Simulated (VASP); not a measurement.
# Lu3TiN (P6/mmm) in VASP: single point with PBE

Aim: the single point of Lu3TiN with PBE.

All numbers are computed with VASP 6.6.1; they aren't measurements. Logs are shortened: lines on timing, memory, paths and dates and some standing lists are left out, and cuts for length are marked.

## (1) The cell of the first run

The structure is hexagonal, space group P6/mmm (No. 191). The conventional cell has a = 5.034 Å, b = 5.034 Å, c = 5.056 Å, α = 90.00°, β = 90.00°, γ = 120.00°. Within 3.3 Å of Lu (site symmetry mmm) lie 2 N at 2.52 Å and 4 Lu at 2.52 Å. Ti (site symmetry 6/mmm) has 2 N at 2.53 Å within 3.3 Å. N (site symmetry 6/mmm) has 6 Lu at 2.52 Å and 2 Ti at 2.53 Å within 3.3 Å.

The cell was generated, and may not be a known phase.

## (2) Single point, PBE, collinear spin

Contents of INCAR:

```
SYSTEM = Lu3TiN
  ALGO = Normal
  EDIFF = 1E-6
  ENCUT = 520
  GGA = PE
  ISIF = 2
  ISMEAR = 0
  ISPIN = 2
  LASPH = .True.
  LCHARG = .False.
  LMAXMIX = 4
  LORBIT = 11
  LREAL = .False.
  LWAVE = .False.
  MAGMOM = 0 0 0 1 0
  NBANDS = 58
  NELM = 150
  PREC = Accurate
  SIGMA = 0.1
```

Contents of KPOINTS:

```
k-points
0
Gamma
  6 6 4
  0 0 0
```

Contents of POSCAR:

```
Lu3TiN
1.0
    5.0343254800      0.0000000000      0.0000000000
   -2.5171627400      4.3598537600      0.0000000000
    0.0000000000      0.0000000000      5.0563565300
Lu Ti N
3 1 1
Direct
    0.5000000000      0.0000000000      0.0000000000
    0.0000000000      0.5000000000      0.0000000000
    0.5000000000      0.5000000000      0.0000000000
    0.0000000000      0.0000000000      0.5000000000
    0.0000000000      0.0000000000      0.0000000000
```

Potentials or basis: VASP PAW PBE potentials, release 64 (Lu, Ti_sv, N).

Command:

```sh
$ cat potpaw_PBE.64/Lu/POTCAR potpaw_PBE.64/Ti_sv/POTCAR potpaw_PBE.64/N/POTCAR > POTCAR
$ mpirun -np 1 vasp_std > vasp.out
```

OUTCAR:

```text
SYSTEM = Lu3TiN
   EDIFF = 1E-6
   ENCUT = 520
   GGA = PE
   ISIF = 2
   ISMEAR = 0
   ISPIN = 2
   LASPH = .True.
   LORBIT = 11
   LREAL = .False.
   NELM = 150
   PREC = Accurate

 ion  position               nearest neighbor table
   1  0.500  0.000  0.000-   5 2.52   5 2.52   2 2.52   3 2.52   3 2.52   2 2.52
   2  0.000  0.500  0.000-   3 2.52   3 2.52   5 2.52   5 2.52   1 2.52   1 2.52
   3  0.500  0.500  0.000-   2 2.52   2 2.52   5 2.52   1 2.52   1 2.52   5 2.52
   4  0.000  0.000  0.500-
   5  0.000  0.000  0.000-   1 2.52   1 2.52   3 2.52   2 2.52   2 2.52   3 2.52

  LATTYP: Found a hexagonal cell.
 ALAT       =     5.0343254800
 C/A-ratio  =     1.0043761672

  Lattice vectors:

 A1 = (   5.0343254800,   0.0000000000,   0.0000000000)
 A2 = (  -2.5171627400,   4.3598537600,   0.0000000000)
 A3 = (   0.0000000000,   0.0000000000,   5.0563565300)

Analysis of symmetry for initial positions (statically):
=====================================================================
 Subroutine PRICEL returns:
 Original cell was already a primitive cell.

 Routine SETGRP: Setting up the symmetry group for a
 hexagonal supercell.

 Subroutine GETGRP returns: Found 24 space group operations
 (whereof 24 operations were pure point group operations)
 out of a pool of 24 trial point group operations.

The static configuration has the point symmetry D_6h.

Analysis of symmetry for dynamics (positions and initial velocities):
=====================================================================
 Subroutine PRICEL returns:
 Original cell was already a primitive cell.

 Routine SETGRP: Setting up the symmetry group for a
 hexagonal supercell.

 Subroutine GETGRP returns: Found 24 space group operations
 (whereof 24 operations were pure point group operations)
 out of a pool of 24 trial point group operations.

The dynamic configuration has the point symmetry D_6h.

Analysis of structural, dynamic, and magnetic symmetry:
=====================================================================
 Subroutine PRICEL returns:
 Original cell was already a primitive cell.

 Routine SETGRP: Setting up the symmetry group for a
 hexagonal supercell.

 Subroutine GETGRP returns: Found 24 space group operations
 (whereof 24 operations were pure point group operations)
[... 134 lines left out ...]
   LRPA    =     F    only Hartree local field effects (RPA)
 spin polarized calculation
 Gauss-broadening in eV      SIGMA  =   0.10
  energy-cutoff  :      520.00
  volume of cell :      110.98
 maximum number of plane-waves:      3001
 NGX is ok and might be reduce to    40
   NGX = 19   NGY = 19   NGZ = 19

 number of electron      92.0000052 magnetization      -0.0002111

 number of electron      92.0000052 magnetization       0.0005668

 Free energy of the ion-electron system (eV)
  ---------------------------------------------------
  ext. energy  EPLUGINS =         0.00000000
  ---------------------------------------------------
  free energy    TOTEN  =       -22.33412880 eV

  energy without entropy =      -22.28848926  energy(sigma->0) =      -22.31130903

 E-fermi :   3.0050     XC(G=0): -10.6024

 val. band max:        3.0027019484   @ k =   0.5000   0.0000   0.2500
 cond. band min:       3.0260695198   @ k =   0.3333   0.3333   0.2500
 fundamental gap:      0.0233675714
 Fermi energy:         3.0049620502

 spin component 1

 k-point     1 :       0.0000    0.0000    0.0000
  band No.  band energies     occupation
      1     -54.6329      1.00000
      2     -53.3534      1.00000
      3     -52.7344      1.00000
      4     -52.7344      1.00000
      5     -31.0013      1.00000
      6     -31.0013      1.00000
[... 1270 lines left out ...]
     57       6.5631      0.00000
     58       8.5075      0.00000
 Fermi energy:         3.0049620502

 spin component 2

 k-point     1 :       0.0000    0.0000    0.0000
  band No.  band energies     occupation
      1     -54.6324      1.00000
      2     -53.3535      1.00000
      3     -52.7344      1.00000
      4     -52.7344      1.00000
      5     -31.0007      1.00000
      6     -31.0007      1.00000
[... 1270 lines left out ...]
     57       6.5632      0.00000
     58       8.5092      0.00000

------------------------ aborting loop because EDIFF is reached ----------------------------------------

  FORCE on cell =-STRESS in cart. coord.  units (eV):
  Direction    XX          YY          ZZ          XY          YZ          ZX
  --------------------------------------------------------------------------------------
  -------------------------------------------------------------------------------------
  Total       16.4980137     16.4980138    -12.2648220      0.0000000      0.0000000      0.0000000
  in kB      238.1723501    238.1723505   -177.0601924      0.0000000      0.0000000      0.0000000
  external PRESSURE =      99.7615027 kB  Pullay stress =       0.0000000 kB

 VOLUME and BASIS-vectors are now :
 -----------------------------------------------------------------------------
  energy-cutoff  :      520.00
  volume of cell :      110.98
      direct lattice vectors                 reciprocal lattice vectors
     5.034325480  0.000000000  0.000000000     0.198636342  0.114682746  0.000000000
    -2.517162740  4.359853760  0.000000000     0.000000000  0.229365491  0.000000000
     0.000000000  0.000000000  5.056356530     0.000000000  0.000000000  0.197770864

 POSITION                                       TOTAL-FORCE (eV/Angst)
 -----------------------------------------------------------------------------------
      2.51716      0.00000      0.00000        -0.000000      0.000000      0.000000
     -1.25858      2.17993      0.00000        -0.000000      0.000000      0.000000
      1.25858      2.17993      0.00000         0.000000      0.000000      0.000000
      0.00000      0.00000      2.52818        -0.000000      0.000000      0.000000
      0.00000      0.00000      0.00000        -0.000000      0.000000      0.000000
 -----------------------------------------------------------------------------------
    total drift:                               -0.000000      0.000000     -0.000000

  FREE ENERGIE OF THE ION-ELECTRON SYSTEM (eV)
  ---------------------------------------------------
  free  energy   TOTEN  =       -22.3341287957 eV

  energy  without entropy=      -22.2884892634  energy(sigma->0) =      -22.31130903

 total charge

# of ion       s       p       d       f       tot
--------------------------------------------------
    1        2.374   6.061   1.537  14.028  24.001
    2        2.374   6.061   1.537  14.028  24.001
    3        2.374   6.061   1.537  14.028  24.001
    4        2.144   6.011   1.823   0.000   9.978
    5        1.241   2.311   0.000   0.000   3.552
--------------------------------------------------
tot         10.508  26.506   6.435  42.083  85.532

 magnetization (x)

# of ion       s       p       d       f       tot
--------------------------------------------------
    1       -0.000   0.000  -0.000  -0.000  -0.000
    2       -0.000   0.000  -0.000  -0.000  -0.000
    3       -0.000   0.000  -0.000  -0.000  -0.000
    4        0.000   0.000   0.001   0.000   0.001
    5       -0.000  -0.000   0.000   0.000  -0.000
--------------------------------------------------
tot         -0.000  -0.000   0.001  -0.000   0.001
```

Wall time 10 min (1 thread of AMD EPYC 7R13 (Zen 3), shared host); peak memory 0.39 GiB.

What came out:

- Free energy: -22.3341 eV
- Pressure: 10.0 GPa
- Band gap on the k mesh: zero (filled and empty bands overlap)
- Net moment: 0.00 μB per cell
- Valence electrons inside the program's atomic spheres: Lu 24.00; Ti 9.98; N 3.55

Stress tensor (GPa, compression positive):
```
 23.82   0.00   0.00
  0.00  23.82   0.00
  0.00   0.00 -17.71
```

Levels at points of the mesh, in eV from the Fermi level:
Spin up:
```tsv
k point	band 44	band 45	band 46	band 47	band 48	band 49
(0.00, 0.00, 0.00)	-1.66	-1.17	-1.17	-0.89	-0.89	0.24
(0.50, 0.00, 0.00)	-0.53	-0.27	-0.23	-0.11	0.46	0.55
(0.00, 0.00, 0.50)	-1.46	-0.93	-0.93	-0.13	-0.11	-0.11
(0.50, 0.00, 0.50)	-0.72	-0.02	0.08	0.35	0.82	0.96
```
Spin down:
| k point | band 44 | band 45 | band 46 | band 47 | band 48 | band 49 |
| --- | --- | --- | --- | --- | --- | --- |
| (0.00, 0.00, 0.00) | -1.66 | -1.17 | -1.17 | -0.89 | -0.89 | 0.24 |
| (0.50, 0.00, 0.00) | -0.53 | -0.27 | -0.23 | -0.11 | 0.46 | 0.55 |
| (0.00, 0.00, 0.50) | -1.46 | -0.93 | -0.93 | -0.13 | -0.11 | -0.11 |
| (0.50, 0.00, 0.50) | -0.72 | -0.02 | 0.08 | 0.35 | 0.82 | 0.96 |

Caveat: the stress differs along the axes, from -18 to 24 GPa; spin-orbit coupling is left out, which moves the levels of the heavy elements.

The gap in the log of VASP goes by the Fermi energy; the results here count the filled bands.